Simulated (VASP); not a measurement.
Se:

```
Se
1.0
     6.52770    0.00000    0.00000
     0.00000    6.52770    0.00000
     0.00000    0.00000    2.39360
Se
6
Direct
  0.17680 0.32320 0.00000
  0.32320 0.82320 0.00000
  0.82320 0.67680 0.00000
  0.67680 0.17680 0.00000
  0.00000 0.00000 0.00000
  0.50000 0.50000 0.00000
```

The cell was generated, and may not be a known phase.

- Program: VASP 6.6.1
- Task: relaxation of cell and atoms
- Functional: PBE
- Potentials or basis: VASP PAW PBE potentials, release 64 (Se)
- Cutoff: 600 eV
- k mesh: 4 × 4 × 8
- Occupations: gaussian, width 0.1 eV
- Spin: no spin polarisation

At the start: pressure 53.9 GPa; volume 17.00 Å³/atom.

**Question.** Where does the relaxation end?

**Answer.** Over 10 steps the energy falls by 980.8 meV/atom and the volume is 25.21 Å³/atom (+48.3 %); space group P4/mbm (No. 127, to 0.1 Å) before and after.

Step by step:
```csv
step,energy change (eV),largest force (eV/Å),pressure (GPa),volume (Å³)
1,0.0000,1.1636,53.87,101.99
2,-3.2206,0.2550,-9.17,211.69
3,-5.7915,0.0913,-0.40,150.83
4,-5.7940,0.1031,0.04,149.72
5,-5.7935,0.1148,0.49,148.65
6,-5.8721,0.0151,0.77,150.10
7,-5.8820,0.0143,0.61,149.78
8,-5.8820,0.0163,0.61,149.76
9,-5.8848,0.0009,-0.11,151.54
10,-5.8849,0.0017,0.00,151.26
```

Final structure:
```
CELL_PARAMETERS angstrom
7.49011 0.00000 0.00000
0.00000 7.49011 0.00000
0.00000 0.00000 2.69621
ATOMIC_POSITIONS crystal
Se 0.17278 0.32722 0.00000
Se 0.32722 0.82722 0.00000
Se 0.82722 0.67278 0.00000
Se 0.67278 0.17278 0.00000
Se 0.00000 0.00000 0.00000
Se 0.50000 0.50000 0.00000
```

Caveat: the volume moved by over 15 % at a fixed basis, so the end points are rough; the highest band is partly filled, so the run has too few bands.
